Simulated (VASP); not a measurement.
Here is a VASP 6.6.1 calculation.

The input INCAR:

```
ALGO = Normal
EDIFF = 1E-6
EDIFFG = -0.01
ENCUT = 600
GGA = PE
IBRION = 2
ISIF = 3
ISMEAR = 0
LASPH = True
LCHARG = False
LREAL = False
LWAVE = False
NELM = 100
NSW = 100
PREC = Accurate
SIGMA = 0.1
```

File KPOINTS:

```
k-points
0
Gamma
  12 12 6
```

POSCAR

```
Be2CdO3
1.0
    3.2976533865      0.0000000000      0.0000000000
    0.0000000000      3.2976533865      0.0000000000
    0.0000000000      0.0000000000      7.1987406948
Be Cd O
2 1 3
Direct
    0.0000000000      0.5000000000      0.0000000000
    0.5000000000      0.0000000000      0.0000000000
    0.0000000000      0.0000000000      0.5000000000
    0.5000000000      0.5000000000      0.0000000000
    0.0000000000      0.0000000000      0.0000000000
    0.5000000000      0.5000000000      0.5000000000
```

Potentials or basis: VASP PAW PBE potentials, release 64 (Be, Cd, O).

Launch:

```sh
$ cat potpaw_PBE.64/Be/POTCAR potpaw_PBE.64/Cd/POTCAR potpaw_PBE.64/O/POTCAR > POTCAR
$ mpirun -np 1 vasp_std > vasp.out
```

(1) What does it give for the relaxed volume?

(2) Estimate the band gap on the k mesh.

## Answers

(1) 13.07 Å³/atom.

(2) zero (bands 17 and 18 overlap by 0.31 eV).

Caveat: semilocal functionals underestimate gaps, and a narrow one can read as zero.
